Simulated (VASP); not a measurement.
# InP (Fm-3m) in VASP: further runs, part 2 of 3

VASP 6.6.1. Earlier steps stand in the parts before.

**3. Electric field gradients, PBE (volume scaled by 1.06)**

The input, INCAR:

```
ALGO = Normal ; EDIFF = 1E-8
ENCUT = 520 ; GGA = PE
ISIF = 2 ; ISMEAR = -1
LASPH = T ; LCHARG = F
LEFG = T ; LREAL = F
LWAVE = F ; NBANDS = 16
NELM = 80 ; PREC = Accurate
SIGMA = 0.03
```

The input, KPOINTS:

```
k-points
0
Gamma
  11 11 11
```

The input, POSCAR:

```
InP
1.0
    0.0000000000      2.9109946080      2.9109946080
    2.9109946080      0.0000000000      2.9109946080
    2.9109946080      2.9109946080      0.0000000000
In P
1 1
Direct
    0.0000000000      0.0000000000      0.0000000000
    0.5000000000      0.5000000000      0.5000000000
```

Potentials or basis: VASP PAW PBE potentials, release 64 (In_d, P).

On the command line:

```console
$ cat potpaw_PBE.64/In_d/POTCAR potpaw_PBE.64/P/POTCAR > POTCAR
$ mpirun -np 1 vasp_std > vasp.out
```

OUTCAR:

```text
EDIFF = 1E-8
   ENCUT = 520
   GGA = PE
   ISIF = 2
   ISMEAR = -1
   LASPH = T
   LREAL = F
   NELM = 80
   PREC = Accurate

 ion  position               nearest neighbor table
   1  0.000  0.000  0.000-   2 2.91   2 2.91   2 2.91   2 2.91   2 2.91   2 2.91
   2  0.500  0.500  0.500-   1 2.91   1 2.91   1 2.91   1 2.91   1 2.91   1 2.91

  LATTYP: Found a face centered cubic cell.
 ALAT       =     5.8219892160

  Lattice vectors:

 A1 = (   0.0000000000,   2.9109946080,   2.9109946080)
 A2 = (   2.9109946080,   0.0000000000,   2.9109946080)
 A3 = (   2.9109946080,   2.9109946080,   0.0000000000)

Analysis of symmetry for initial positions (statically):
=====================================================================
 Subroutine PRICEL returns:
 Original cell was already a primitive cell.

 Routine SETGRP: Setting up the symmetry group for a
 face centered cubic supercell.

 Subroutine GETGRP returns: Found 48 space group operations
 (whereof 48 operations were pure point group operations)
 out of a pool of 48 trial point group operations.

The static configuration has the point symmetry O_h .

Analysis of symmetry for dynamics (positions and initial velocities):
=====================================================================
 Subroutine PRICEL returns:
 Original cell was already a primitive cell.

 Routine SETGRP: Setting up the symmetry group for a
 face centered cubic supercell.

 Subroutine GETGRP returns: Found 48 space group operations
 (whereof 48 operations were pure point group operations)
 out of a pool of 48 trial point group operations.

The dynamic configuration has the point symmetry O_h .

 Subroutine INISYM returns: Found 48 space group operations
 (whereof 48 operations are pure point group operations),
 and found     1 'primitive' translations

----------------------------------------------------------------------------------------

                                     Primitive cell

  volume of cell :      49.3349

  direct lattice vectors                    reciprocal lattice vectors
     0.000000000  2.910994608  2.910994608    -0.171762599  0.171762599  0.171762599
     2.910994608  0.000000000  2.910994608     0.171762599 -0.171762599  0.171762599
     2.910994608  2.910994608  0.000000000     0.171762599  0.171762599 -0.171762599

  length of vectors
     4.116768055  4.116768055  4.116768055     0.297501549  0.297501549  0.297501549

  position of ions in fractional coordinates (direct lattice)
     0.000000000  0.000000000  0.000000000
     0.500000000  0.500000000  0.500000000

  ion indices of the primitive-cell ions
   primitive index   ion index
                 1           1
                 2           2

----------------------------------------------------------------------------------------

 KPOINTS: k-points

Automatic generation of k-mesh.
 Grid dimensions read from file:
 generate k-points for:   11   11   11

 Generating k-lattice:
[... 63 lines left out ...]
   LREAL  =      F    real-space projection
   EDIFFG = 0.1E-06   stopping-criterion for IOM
   NSW    =      0    number of steps for IOM
   IBRION =     -1    ionic relax: 0-MD 1-quasi-New 2-CG
   NFREE  =      0    steps in history (QN), initial steepest desc. (CG)
   ISIF   =      2    stress and relaxation
   ISYM   =      2    0-nonsym 1-usesym 2-fastsym
   POTIM  = 0.5000    time-step for ionic-motion
   TEBEG  =    0.0;   TEEND  =   0.0 temperature during run
   PSTRESS=    0.0 pullay stress
   NELECT =      18.0000    total number of electrons
   NUPDOWN=      -1.0000    fix difference up-down
   EMIN   =  10.00;   EMAX   =-10.00  energy-range for DOS
   EFERMI =   0.00;   METHOD = LEGACY
   ISMEAR =    -1;   SIGMA  =   0.03  broadening in eV -4-tet -1-fermi 0-gaus
   EFERMI_NEDOS =   21; number of points for ismear=-14 and -15
   IALGO  =     38    algorithm
   IMIX   =      4    mixing-type and parameters
     AMIX     =   0.40;   BMIX     =  1.00
     AMIX_MAG =   1.60;   BMIX_MAG =  1.00
  volume/ion in A,a.u.               =      24.67       166.46
  Fermi-wavevector in a.u.,A,eV,Ry     =   1.169807  2.210615 18.618875  1.368449
  Thomas-Fermi vector in A             =   2.306275
   LORBIT       =      0    0 simple, 1 ext, 2 COOP (PROOUT), +10 PAW based schemes
   GGA     = PE    functional components
   LHFCALC =     F    Hartree Fock is set to
   AEXX    =    0.0000 exact exchange contribution
   IVDW    =     0    specifies the selected vdW correction
   LEPSILON=     F    determine dielectric tensor
   LRPA    =     F    only Hartree local field effects (RPA)
 non-spin polarized calculation
  energy-cutoff  :      520.00
  volume of cell :       49.33
 maximum number of plane-waves:      1363
   NGX = 15   NGY = 15   NGZ = 15

 number of electron      17.9999997 magnetization

 Free energy of the ion-electron system (eV)
  ---------------------------------------------------
  ext. energy  EPLUGINS =         0.00000000
  ---------------------------------------------------
  free energy    TOTEN  =        -7.73339509 eV

  energy without entropy =       -7.73041668  energy(sigma->0) =       -7.73190588

 E-fermi :   5.3045     XC(G=0):  -9.7176

 val. band max:        5.2967505549   @ k =   0.4545   0.2727   0.0000
 cond. band min:       5.3385416282   @ k =  -0.0909   0.0909   0.0000
 fundamental gap:      0.0417910733
 Fermi energy:         5.3045023122

 k-point     1 :       0.0000    0.0000    0.0000
  band No.  band energies     occupation
      1      -8.7468      2.00000
      2      -8.7468      2.00000
      3      -8.7359      2.00000
      4      -8.7359      2.00000
      5      -8.7359      2.00000
      6      -5.6712      2.00000
[... 433 lines left out ...]
      3      -8.7327      2.00000
      4      -8.7146      2.00000
      5      -8.7049      2.00000
      6      -4.8064      2.00000
[... 8 lines left out ...]
     15      14.6707      0.00000
     16      15.8780      0.00000

 [... further k-points ...]
[... 5 lines left out ...]
  --------------------------------------------------------------------------------------
  -------------------------------------------------------------------------------------
  Total       -2.3489641     -2.3489641     -2.3489641     -0.0000000     -0.0000000      0.0000000
  in kB      -76.2838779    -76.2838779    -76.2838779     -0.0000000     -0.0000000      0.0000000
  external PRESSURE =     -76.2838779 kB  Pullay stress =       0.0000000 kB

 VOLUME and BASIS-vectors are now :
 -----------------------------------------------------------------------------
  energy-cutoff  :      520.00
  volume of cell :       49.33
      direct lattice vectors                 reciprocal lattice vectors
     0.000000000  2.910994608  2.910994608    -0.171762599  0.171762599  0.171762599
     2.910994608  0.000000000  2.910994608     0.171762599 -0.171762599  0.171762599
     2.910994608  2.910994608  0.000000000     0.171762599  0.171762599 -0.171762599

 POSITION                                       TOTAL-FORCE (eV/Angst)
 -----------------------------------------------------------------------------------
      0.00000      0.00000      0.00000         0.000000     -0.000000      0.000000
      2.91099      2.91099      2.91099        -0.000000      0.000000     -0.000000
 -----------------------------------------------------------------------------------
    total drift:                                0.000000     -0.000000     -0.000000

  FREE ENERGIE OF THE ION-ELECTRON SYSTEM (eV)
  ---------------------------------------------------
  free  energy   TOTEN  =        -7.7333950851 eV

  energy  without entropy=       -7.7304166809  energy(sigma->0) =       -7.73190588

 Electric field gradients (V/A^2)
---------------------------------------------------------------------
 ion       V_xx      V_yy      V_zz      V_xy      V_xz      V_yz
---------------------------------------------------------------------
   1       0.000    -0.000     0.000     0.002     0.002     0.002
   2      -0.000     0.000    -0.000    -0.000    -0.000    -0.000
---------------------------------------------------------------------

 Electric field gradients after diagonalization (V/A^2)
 (convention: |V_zz| > |V_xx| > |V_yy|)
----------------------------------------------------------------------
 ion       V_xx      V_yy      V_zz     asymmetry (V_yy - V_xx)/ V_zz
----------------------------------------------------------------------
   1      -0.002    -0.002     0.004       0.000
   2       0.000     0.000    -0.000       0.000
----------------------------------------------------------------------

           NMR quadrupolar parameters

 Cq : quadrupolar parameter    Cq=e*Q*V_zz/h
 eta: asymmetry parameters     (V_yy - V_xx)/ V_zz
 Q  : nuclear electric quadrupole moment in mb (millibarn)
----------------------------------------------------------------------
 ion       Cq(MHz)       eta       Q (mb)
----------------------------------------------------------------------
   1       0.000       0.000       1.000
   2      -0.000       0.000       1.000
----------------------------------------------------------------------
```

Wall time 39 s (1 thread of Intel Xeon 6975P-C, shared host); peak memory 0.2 GiB.

Results:

```
Free energy            : -7.7334 eV
Pressure               : -7.6 GPa
Band gap on the k mesh : zero (band 9 reaches 5.59 eV, above the bottom of band 10 at 3.48 eV)
```

Caveat: without QUAD_EFG the Cq values of the log hold for a quadrupole moment of 1 mb, not for the nuclei; spin-orbit coupling is left out, which moves the levels of the heavy elements.

[end of part 2 of 3]
